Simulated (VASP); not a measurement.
# SnO2: single point with PBE

SnO2:

```
Sn O
1.0
    -2.02625    2.02625    5.18069
     2.02625   -2.02625    5.18069
     2.02625    2.02625   -5.18069
Sn O
2 4
Direct
  0.75000 0.25000 0.50000
  0.00000 0.00000 0.00000
  0.75353 0.82591 0.92762
  0.95240 0.45240 0.50000
  0.20240 0.20240 0.00000
  0.54760 0.04760 0.50000
```

This cell differs from its parent crystal: atom 3 (O) moved by -0.293 Å along [0 1 0] and +0.293 Å along [0 0 1].

```yaml
Program: VASP 6.6.1
Task: single point
Functional: PBE
Potentials_or_basis: VASP PAW PBE potentials, release 64 (Sn_d, O)
Cutoff: 520 eV
k_mesh: 10 × 10 × 10
Occupations: gaussian, width 0.05 eV
Spin: no spin polarisation
Dipole_correction: no
Further_INCAR_settings: ALGO = Normal; EDIFF = 1e-06; NBANDS = 35
```

```
Pressure               : 6.9 GPa
Largest force          : 7.044 eV/Å
Band gap on the k mesh : 1.25 eV (least direct gap 1.51 eV)
```

Forces on the atoms (eV/Å):
```
Sn   0.000 -0.419  1.049
Sn   0.000  0.651  4.357
O    0.000  0.022 -7.044
O    0.000  0.405  0.632
O    0.000 -0.461  0.208
O    0.000 -0.198  0.799
```

Stress tensor (GPa, compression positive):
```
 1.77  0.00  0.00
 0.00  1.92  3.99
 0.00  3.99 16.96
```

Levels at points of the mesh, in eV from the valence-band top:
| k point | band 22 | band 23 | band 24 | band 25 | band 26 | band 27 | band 28 | band 29 | band 30 | band 31 |
| --- | --- | --- | --- | --- | --- | --- | --- | --- | --- | --- |
| (0.00, 0.00, 0.00) | -1.39 | -0.90 | -0.66 | -0.50 | -0.26 | 1.25 | 5.55 | 8.84 | 9.08 | 9.44 |
| (0.50, 0.00, 0.00) | -1.07 | -1.02 | -0.88 | -0.59 | -0.44 | 4.43 | 6.58 | 7.56 | 7.76 | 8.55 |
| (0.00, 0.50, 0.00) | -1.26 | -1.15 | -0.67 | -0.45 | -0.26 | 3.64 | 5.67 | 7.07 | 8.42 | 9.34 |
| (0.00, 0.50, 0.50) | -1.20 | -1.00 | -0.79 | -0.64 | -0.46 | 4.47 | 6.51 | 7.50 | 8.16 | 8.31 |
| (0.50, 0.50, 0.00) | -1.03 | -0.84 | -0.68 | -0.38 | -0.05 | 5.49 | 6.55 | 7.14 | 7.95 | 8.20 |
| (0.50, 0.50, 0.50) | -1.88 | -1.29 | -1.27 | -0.40 | -0.27 | 3.58 | 4.71 | 7.11 | 7.68 | 9.43 |

It took 16 min on 1 thread of AMD EPYC 9R45 96-Core Processor (Zen 5), on a shared host, peak memory 0.76 GiB.

Caveat: the cell differs from its parent crystal (atom 3 (O) moved by -0.293 Å along [0 1 0] and +0.293 Å along [0 0 1]); the stress differs along the axes, from 2 to 17 GPa; spin-orbit coupling is left out, which moves the levels of the heavy elements; forces of over 1 eV/Å act on the atoms, so gaps and moduli don't describe the material at rest. A k mesh can miss the band edges.
